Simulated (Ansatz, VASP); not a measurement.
## One calculation of Fe, two programs

```
CELL_PARAMETERS angstrom
0.00000 1.70970 1.70970
1.70970 0.00000 1.70970
1.70970 1.70970 0.00000
ATOMIC_POSITIONS crystal
Fe 0.00000 0.00000 0.00000
```

Alike in both runs: task single point; functional LDA; k mesh 18 × 18 × 18; occupations fermi-dirac, width 0.1 eV; no spin polarisation.

|  | VASP | Ansatz |
| --- | --- | --- |
| version | VASP 6.6.1 | Ansatz 0.2.0 |
| potentials or method | VASP PAW LDA potentials, release 64 (Fe), cutoff 520 eV | plane waves (420 eV) with PAW, scalar-relativistic |
| valence electrons in the cell | 8 | 16 |

|  | VASP | Ansatz | Ansatz less VASP |
| --- | --- | --- | --- |
| pressure (GPa) | -12.4 | -12.2 | +0.19 |

Ansatz warns that its potentials were made for another functional, while VASP's fit it. LDA's correlation is that of Perdew and Zunger in VASP and of Perdew and Wang (1992) in Ansatz. VASP's potentials hold 8 valence electrons a cell and Ansatz's 16, so a difference there can come from the potentials and not from the codes.
